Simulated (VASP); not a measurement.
Input of a VASP 6.6.1 run:

Contents of INCAR:

```
PREC = Accurate
ENCUT = 520
EDIFF = 1E-7
ISMEAR = 0
SIGMA = 0.1
LREAL = F
LASPH = T
NELM = 60
ALGO = Normal
ISIF = 2
LWAVE = F
LCHARG = F
GGA = PE
NBANDS = 18
```

Contents of KPOINTS:

```
regular mesh
0
Gamma
  14 14 14
```

POSCAR

```
ZnCu
1.0
    3.0212989806      0.0000000000      0.0000000000
    0.0000000000      3.0212989806      0.0000000000
    0.0000000000      0.0000000000      3.0212989806
Zn Cu
1 1
Direct
    0.5000000000      0.5000000000      0.5000000000
    0.0000000000      0.0000000000      0.0000000000
```

Potentials or basis: VASP PAW PBE potentials, release 64 (Zn, Cu).

Command:

```console
$ cat potpaw_PBE.64/Zn/POTCAR potpaw_PBE.64/Cu/POTCAR > POTCAR
$ mpirun -np 1 vasp_std > vasp.out
```

Question: Predict the pressure.

Answer: -5.3 GPa.

Question: Estimate the band gap on the k mesh.

Answer: Zero (an odd number of electrons rules out a gap without spin polarisation).

Caveat: the cell stands under tension.
